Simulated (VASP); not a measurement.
Input of a VASP 6.6.1 run:

File INCAR:

```
SYSTEM = Cr
PREC = Accurate ; ENCUT = 520
EDIFF = 1E-7 ; ISMEAR = 0
SIGMA = 0.05 ; LREAL = .FALSE.
LASPH = .TRUE. ; NELM = 100
ALGO = Normal ; ISIF = 2
LWAVE = .FALSE. ; LCHARG = .FALSE.
GGA = CA ; NBANDS = 12
```

File KPOINTS:

```
regular mesh
0
G
  22 22 22
  0 0 0
```

The input POSCAR:

```
Cr
1.0
   -1.4125796559      1.4125796559      1.4125796559
    1.4125796559     -1.4125796559      1.4125796559
    1.4125796559      1.4125796559     -1.4125796559
Cr
1
Direct
    0.0000000000      0.0000000000      0.0000000000
```

Potentials or basis: VASP PAW LDA potentials, release 64 (Cr_pv).

The run is started by

```bash
$ cat potpaw_LDA.64/Cr_pv/POTCAR > POTCAR
$ mpirun -np 1 vasp_std > vasp.out
```

Question: Predict the pressure.

Answer: -10.9 GPa.

Question: What does it give for the band gap on the k mesh?

Answer: Zero (band 6 reaches 13.70 eV, above the bottom of band 7 at 10.19 eV).

Caveat: the run has no spin polarisation, though such a crystal can be magnetic. Spin polarisation is off, so any magnetic state and its effect on volume and gap are missing.
